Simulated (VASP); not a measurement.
Wanted: the native input for a VASP 6.6.1 run.

```
Task                   : single point
Functional             : PBE
Potentials or basis    : VASP PAW PBE potentials, release 64 (Sr_sv, Ti_sv, O)
Cutoff                 : 520 eV
k mesh                 : 8 × 8 × 8
Occupations            : gaussian, width 0.05 eV
Spin                   : no spin polarisation
Dipole correction      : no
Further INCAR settings : ALGO = Normal; EDIFF = 1e-07; NBANDS = 28
```

The structure of SrTiO3 lies in POSCAR:

```
SrTiO3
1.0
    3.9364094381      0.0000000000      0.0000000000
    0.0000000000      3.9364094381      0.0000000000
    0.0000000000      0.0000000000      3.9364094381
Sr Ti O
1 1 3
Direct
   -0.0346045779      0.0000000000      0.0000000000
    0.5503517184      0.5000000000      0.5000000000
    0.0054913412      0.5000000000      0.5000000000
    0.5166889008      0.0000000000      0.5000000000
    0.5166889008      0.5000000000      0.0000000000
```

This cell differs from its parent crystal: mode 1 frozen in at -0.038 Å and mode 7 at -0.173 Å (largest displacements).

One way to write it, as run:

INCAR

```
PREC = Accurate
ENCUT = 520
EDIFF = 1E-7
ISMEAR = 0
SIGMA = 0.05
LREAL = False
LASPH = True
NELM = 80
ALGO = Normal
ISIF = 2
LWAVE = False
LCHARG = True
GGA = PE
LELF = True
LVHAR = True
NBANDS = 28
```

KPOINTS

```
Automatic mesh
0
Gamma
  8 8 8
```

Potentials or basis: VASP PAW PBE potentials, release 64 (Sr_sv, Ti_sv, O).

Run with:

```console
$ cat potpaw_PBE.64/Sr_sv/POTCAR potpaw_PBE.64/Ti_sv/POTCAR potpaw_PBE.64/O/POTCAR > POTCAR
$ mpirun -np 1 vasp_std > vasp.out
```

Results of the run:

```json
{"Pressure": "4.2 GPa", "Largest force": "1.542 eV/Å", "Band gap on the k mesh": "1.87 eV, indirect (least direct gap 2.40 eV)"}
```

Caveat: the cell differs from its parent crystal (mode 1 frozen in at -0.038 Å and mode 7 at -0.173 Å (largest displacements)); forces of over 1 eV/Å act on the atoms, so gaps and moduli don't describe the material at rest.

Wall time 64 s on 1 thread of Intel(R) Xeon(R) 6975P-C (Granite Rapids), with other jobs on the host, peak memory 0.26 GiB.
